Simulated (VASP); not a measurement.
# Cd (P6_3/mmc) in VASP: a series of runs

The runs below take Cd through single point, with PBE.

All numbers are computed with VASP 6.6.1; they aren't measurements. Logs are shortened: lines on timing, memory, paths and dates and some standing lists are left out, and cuts for length are marked.

### 1 The cell of the first run

The structure is hexagonal, space group P6_3/mmc (No. 194). The conventional cell has a = 3.135 Å, b = 3.135 Å, c = 5.688 Å, α = 90.00°, β = 90.00°, γ = 120.00°. Within 4.1 Å of Cd (site symmetry -6m2) lie 12 Cd at 3.14 to 3.37 Å.

### 2 Single point, PBE (biaxial strain in the a-b plane: +4.0 %)

Contents of INCAR:

```
ALGO = Fast
EDIFF = 1E-6
ENCUT = 520
GGA = PE
ISIF = 2
ISMEAR = 0
LASPH = True
LCHARG = False
LREAL = False
LWAVE = False
NBANDS = 19
NELM = 80
PREC = Accurate
SIGMA = 0.1
```

Contents of KPOINTS:

```
k-points
0
Gamma
  21 21 10
```

Contents of POSCAR:

```
Cd
1.0
    3.1354429280      0.0000000000      0.0000000000
   -1.5677214640      2.7153732277      0.0000000000
    0.0000000000      0.0000000000      5.6877815620
Cd
2
Direct
    0.3333333333      0.6666666667      0.2500000000
    0.6666666667      0.3333333333      0.7500000000
```

Potentials or basis: VASP PAW PBE potentials, release 64 (Cd).

Started as:

```
$ cat potpaw_PBE.64/Cd/POTCAR > POTCAR
$ mpirun -np 1 vasp_std > vasp.out
```

OUTCAR:

```text
EDIFF = 1E-6
   ENCUT = 520
   GGA = PE
   ISIF = 2
   ISMEAR = 0
   LASPH = True
   LREAL = False
   NELM = 80
   PREC = Accurate

 ion  position               nearest neighbor table
   1  0.333  0.667  0.250-   2 3.37   2 3.37   2 3.37   2 3.37   2 3.37   2 3.37
   2  0.667  0.333  0.750-   1 3.37   1 3.37   1 3.37   1 3.37   1 3.37   1 3.37

  LATTYP: Found a hexagonal cell.
 ALAT       =     3.1354429280
 C/A-ratio  =     1.8140280951

  Lattice vectors:

 A1 = (   3.1354429280,   0.0000000000,   0.0000000000)
 A2 = (  -1.5677214640,   2.7153732277,   0.0000000000)
 A3 = (   0.0000000000,   0.0000000000,   5.6877815620)

Analysis of symmetry for initial positions (statically):
=====================================================================
 Subroutine PRICEL returns:
 Original cell was already a primitive cell.

 Routine SETGRP: Setting up the symmetry group for a
 hexagonal supercell.

 Subroutine GETGRP returns: Found 24 space group operations
 (whereof 12 operations were pure point group operations)
 out of a pool of 24 trial point group operations.

The static configuration has the point symmetry D_3d.
 The point group associated with its full space group is D_6h.

Analysis of symmetry for dynamics (positions and initial velocities):
=====================================================================
 Subroutine PRICEL returns:
 Original cell was already a primitive cell.

 Routine SETGRP: Setting up the symmetry group for a
 hexagonal supercell.

 Subroutine GETGRP returns: Found 24 space group operations
 (whereof 12 operations were pure point group operations)
 out of a pool of 24 trial point group operations.

The dynamic configuration has the point symmetry D_3d.
 The point group associated with its full space group is D_6h.

 Subroutine INISYM returns: Found 24 space group operations
 (whereof 12 operations are pure point group operations),
 and found     1 'primitive' translations

----------------------------------------------------------------------------------------

                                     Primitive cell

  volume of cell :      48.4252

  direct lattice vectors                    reciprocal lattice vectors
     3.135442928  0.000000000  0.000000000     0.318934206  0.184136750  0.000000000
    -1.567721464  2.715373228  0.000000000     0.000000000  0.368273499  0.000000000
     0.000000000  0.000000000  5.687781562     0.000000000  0.000000000  0.175815472

[... 82 lines left out ...]
   NELM   =     80;   NELMIN=  2; NELMDL= -5     # of ELM steps
   EDIFF  = 0.1E-05   stopping-criterion for ELM
   LREAL  =      F    real-space projection
   EDIFFG = 0.1E-04   stopping-criterion for IOM
   NSW    =      0    number of steps for IOM
   IBRION =     -1    ionic relax: 0-MD 1-quasi-New 2-CG
   NFREE  =      0    steps in history (QN), initial steepest desc. (CG)
   ISIF   =      2    stress and relaxation
   ISYM   =      2    0-nonsym 1-usesym 2-fastsym
   POTIM  = 0.5000    time-step for ionic-motion
   TEBEG  =    0.0;   TEEND  =   0.0 temperature during run
   PSTRESS=    0.0 pullay stress
   NELECT =      24.0000    total number of electrons
   NUPDOWN=      -1.0000    fix difference up-down
   EMIN   =  10.00;   EMAX   =-10.00  energy-range for DOS
   EFERMI =   0.00;   METHOD = LEGACY
   ISMEAR =     0;   SIGMA  =   0.10  broadening in eV -4-tet -1-fermi 0-gaus
   EFERMI_NEDOS =   21; number of points for ismear=-14 and -15
   IALGO  =     68    algorithm
   IMIX   =      4    mixing-type and parameters
     AMIX     =   0.40;   BMIX     =  1.00
     AMIX_MAG =   1.60;   BMIX_MAG =  1.00
  volume/ion in A,a.u.               =      24.21       163.39
  Fermi-wavevector in a.u.,A,eV,Ry     =   1.295552  2.448238 22.836761  1.678455
  Thomas-Fermi vector in A             =   2.427064
   LORBIT       =      0    0 simple, 1 ext, 2 COOP (PROOUT), +10 PAW based schemes
   GGA     = PE    functional components
   LHFCALC =     F    Hartree Fock is set to
   AEXX    =    0.0000 exact exchange contribution
   IVDW    =     0    specifies the selected vdW correction
   LEPSILON=     F    determine dielectric tensor
   LRPA    =     F    only Hartree local field effects (RPA)
 non-spin polarized calculation
 RMM-DIIS sequential band-by-band and
 Gauss-broadening in eV      SIGMA  =   0.10
  energy-cutoff  :      520.00
  volume of cell :       48.43
 maximum number of plane-waves:      1324
 NGX is ok and might be reduce to    24
   NGX = 11   NGY = 11   NGZ = 21

 number of electron      23.9999980 magnetization

 Free energy of the ion-electron system (eV)
  ---------------------------------------------------
  ext. energy  EPLUGINS =         0.00000000
  ---------------------------------------------------
  free energy    TOTEN  =        -1.46898959 eV

  energy without entropy =       -1.46530312  energy(sigma->0) =       -1.46714635

 E-fermi :   2.2252     XC(G=0): -10.4434

 val. band max:        2.1775725262   @ k =   0.4762  -0.0000   0.5000
 cond. band min:       2.2264445611   @ k =   0.0952  -0.0000   0.2000
 fundamental gap:      0.0488720349
 Fermi energy:         2.2251544097

 k-point     1 :       0.0000    0.0000    0.0000
  band No.  band energies     occupation
      1      -7.1967      2.00000
      2      -6.9672      2.00000
      3      -6.7630      2.00000
      4      -6.7630      2.00000
      5      -6.7163      2.00000
      6      -6.7163      2.00000
[... 505 lines left out ...]
      6      -6.6014      2.00000
[... 11 lines left out ...]
     18      14.2753      0.00000
     19      14.7238      0.00000

 [... further k-points ...]

------------------------ aborting loop because EDIFF is reached ----------------------------------------

  FORCE on cell =-STRESS in cart. coord.  units (eV):
  Direction    XX          YY          ZZ          XY          YZ          ZX
  --------------------------------------------------------------------------------------
  -------------------------------------------------------------------------------------
  Total       -0.7109416     -0.7109416     -0.4440811      0.0000000      0.0000000      0.0000000
  in kB      -23.5219427    -23.5219427    -14.6926974      0.0000000      0.0000000      0.0000000
  external PRESSURE =     -20.5788610 kB  Pullay stress =       0.0000000 kB

 VOLUME and BASIS-vectors are now :
 -----------------------------------------------------------------------------
  energy-cutoff  :      520.00
  volume of cell :       48.43
      direct lattice vectors                 reciprocal lattice vectors
     3.135442928  0.000000000  0.000000000     0.318934206  0.184136750  0.000000000
    -1.567721464  2.715373228  0.000000000     0.000000000  0.368273499  0.000000000
     0.000000000  0.000000000  5.687781562     0.000000000  0.000000000  0.175815472

 POSITION                                       TOTAL-FORCE (eV/Angst)
 -----------------------------------------------------------------------------------
     -0.00000      1.81025      1.42195        -0.000000      0.000000      0.000000
      1.56772      0.90512      4.26584         0.000000     -0.000000      0.000000
 -----------------------------------------------------------------------------------
    total drift:                               -0.000000      0.000000      0.000000

  FREE ENERGIE OF THE ION-ELECTRON SYSTEM (eV)
  ---------------------------------------------------
  free  energy   TOTEN  =        -1.4689895902 eV

  energy  without entropy=       -1.4653031185  energy(sigma->0) =       -1.46714635
```

It took 63 s on 1 thread of Intel Xeon 6975P-C (Granite Rapids), shared host; peak memory 0.31 GiB.

What came out:

* Free energy: -1.4690 eV
* Pressure: -2.1 GPa
* Band gap on the k mesh: zero (bands 12 and 13 overlap by 3.64 eV)

Caveat: the cell differs from its parent crystal (biaxial strain in the a-b plane: +4.0 %).

### 3 Single point, PBE (biaxial strain in the a-b plane: +6.0 %)

Contents of INCAR:

```
ALGO = Fast
EDIFF = 1E-6
ENCUT = 520
GGA = PE
ISIF = 2
ISMEAR = 0
LASPH = True
LCHARG = True
LELF = True
LREAL = False
LVHAR = True
LWAVE = False
NBANDS = 19
NELM = 60
PREC = Accurate
SIGMA = 0.1
```

KPOINTS is that of step 2.

Contents of POSCAR:

```
Cd
1.0
    3.1957399074      0.0000000000      0.0000000000
   -1.5978699537      2.7675919437      0.0000000000
    0.0000000000      0.0000000000      5.6178498215
Cd
2
Direct
    0.3333333333      0.6666666667      0.2500000000
    0.6666666667      0.3333333333      0.7500000000
```

Potentials or basis: VASP PAW PBE potentials, release 64 (Cd).

Started as:

```
$ cat potpaw_PBE.64/Cd/POTCAR > POTCAR
$ mpirun -np 1 vasp_std > vasp.out
```

Run time: 61 s. Hardware: 1 thread of Intel Xeon 6975P-C (Granite Rapids), shared host; peak memory 0.32 GiB.

It converged, with:

| Item | Value |
| --- | --- |
| Free energy | -1.4455 eV |
| Pressure | -2.7 GPa |
| Band gap on the k mesh | zero (bands 12 and 13 overlap by 3.18 eV) |

Stress tensor (GPa, compression positive):
```
-2.97  0.00  0.00
 0.00 -2.97  0.00
 0.00  0.00 -2.29
```

Levels at points of the mesh, in eV from the Fermi level:
| k point | band 10 | band 11 | band 12 | band 13 | band 14 | band 15 |
| --- | --- | --- | --- | --- | --- | --- |
| (0.00, 0.00, 0.00) | -8.33 | -7.94 | -2.36 | -2.19 | 11.51 | 12.34 |
| (0.00, 0.00, 0.50) | -8.44 | -6.52 | -6.52 | 4.42 | 4.42 | 13.32 |

Caveat: the cell differs from its parent crystal (biaxial strain in the a-b plane: +6.0 %).

The gap in the log of VASP goes by the Fermi energy; the results here count the filled bands.